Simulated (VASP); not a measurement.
Write the native input for VASP 6.6.1 that does the following.

```
Task                   : single point
Functional             : PBEsol
Potentials or basis    : VASP PAW PBE potentials, release 64 (Zn)
Cutoff                 : 520 eV
k mesh                 : 18 × 18 × 18
Occupations            : gaussian, width 0.1 eV
Spin                   : no spin polarisation
Dipole correction      : no
Further INCAR settings : ALGO = Normal; EDIFF = 1e-07; NBANDS = 12
```

The structure of Zn lies in POSCAR:

```
Zn
1.0
   -1.5300745013      1.5300745013      1.5300745013
    1.5300745013     -1.5300745013      1.5300745013
    1.5300745013      1.5300745013     -1.5300745013
Zn
1
Direct
    0.0000000000      0.0000000000      0.0000000000
```

The input as run:

INCAR

```
PREC = Accurate
ENCUT = 520
EDIFF = 1E-7
ISMEAR = 0
SIGMA = 0.1
LREAL = F
LASPH = T
NELM = 100
ALGO = Normal
ISIF = 2
LWAVE = F
LCHARG = F
GGA = PS
NBANDS = 12
```

KPOINTS

```
Automatic mesh
0
Gamma
  18 18 18
```

Potentials or basis: VASP PAW PBE potentials, release 64 (Zn).

Run with:

```bash
$ cat potpaw_PBE.64/Zn/POTCAR > POTCAR
$ mpirun -np 1 vasp_std > vasp.out
```

It gave:

```
Pressure               : 0.4 GPa
Band gap on the k mesh : zero (band 6 reaches 7.76 eV, above the bottom of band 7 at 2.61 eV)
```

Caveat: the PAW data sets were made with another functional, which shifts forces and pressure a little.

Run time: 47 s on 1 thread of AMD EPYC 7R43 64-Core Processor (Zen 3), on a shared host, peak memory 0.1 GiB.
